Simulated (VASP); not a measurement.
Wanted: the native input for a VASP 6.6.1 run.

* Task: single point
* Functional: PBEsol
* Potentials or basis: VASP PAW PBE potentials, release 64 (Li_sv)
* Cutoff: 520 eV
* k mesh: 15 × 15 × 8
* Occupations: fermi-dirac, width 0.08 eV
* Spin: no spin polarisation
* Dipole correction: no
* Further INCAR settings: ALGO = Normal; EDIFF = 1e-07; NBANDS = 10

The structure of Li lies in POSCAR:

```
Li
1.0
    3.0474944919      0.0000000000      0.0000000000
   -1.5237472460      2.6392076479      0.0000000000
    0.0000000000      0.0000000000      4.9890320517
Li
2
Direct
    0.3333333333      0.6666666667      0.2500000000
    0.6666666667      0.3333333333      0.7500000000
```

This isn't the form of Li at room conditions, which is bcc.

The input as run:

INCAR

```
ALGO = Normal
EDIFF = 1E-7
ENCUT = 520
GGA = PS
ISIF = 2
ISMEAR = -1
LASPH = T
LCHARG = F
LREAL = F
LWAVE = F
NBANDS = 10
NELM = 80
PREC = Accurate
SIGMA = 0.08
```

KPOINTS

```
k-points
0
Gamma
  15 15 8
```

Potentials or basis: VASP PAW PBE potentials, release 64 (Li_sv).

Run with:

```sh
$ cat potpaw_PBE.64/Li_sv/POTCAR > POTCAR
$ mpirun -np 1 vasp_std > vasp.out
```

It gave:

```json
{
 "Band gap on the k mesh": "zero (bands 3 and 4 overlap by 4.63 eV)"
}
```

Wall time 16 s on 1 thread of Intel(R) Xeon(R) Platinum 8559C (Emerald Rapids), with other jobs on the host, peak memory 0.17 GiB.
